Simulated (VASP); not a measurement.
A run of VASP 6.6.1:

Contents of INCAR:

```
PREC = Accurate ; ENCUT = 520
EDIFF = 1E-7 ; ISMEAR = 0
SIGMA = 0.15 ; LREAL = F
LASPH = T ; NELM = 80
ALGO = Normal ; ISIF = 2
LWAVE = F ; LCHARG = F
GGA = PE ; IVDW = 12
NBANDS = 22
```

Contents of KPOINTS:

```
regular mesh
0
Gamma
  10 10 10
```

Contents of POSCAR:

```
InSb3
1.0
    4.3546479838      0.0000000000      0.0000000000
    0.0000000000      4.3546479838      0.0000000000
    0.0000000000      0.0000000000      4.3546479838
In Sb
1 3
Direct
    0.0000000000      0.0000000000      0.0000000000
    0.5000000000      0.0000000000      0.5000000000
    0.0000000000      0.5000000000      0.5000000000
    0.5000000000      0.5000000000      0.0000000000
```

Potentials or basis: VASP PAW PBE potentials, release 64 (In_d, Sb).

The run is started by

```bash
$ cat potpaw_PBE.64/In_d/POTCAR potpaw_PBE.64/Sb/POTCAR > POTCAR
$ mpirun -np 1 vasp_std > vasp.out
```

Hardware: 1 thread of Intel(R) Xeon(R) 6975P-C (Granite Rapids) (shared host).

How long does it take, and how much memory?

Wall time 23 s on 1 thread of Intel(R) Xeon(R) 6975P-C (Granite Rapids), with other jobs on the host, peak memory 0.25 GiB. Counts: scf iterations 13, k points 56.
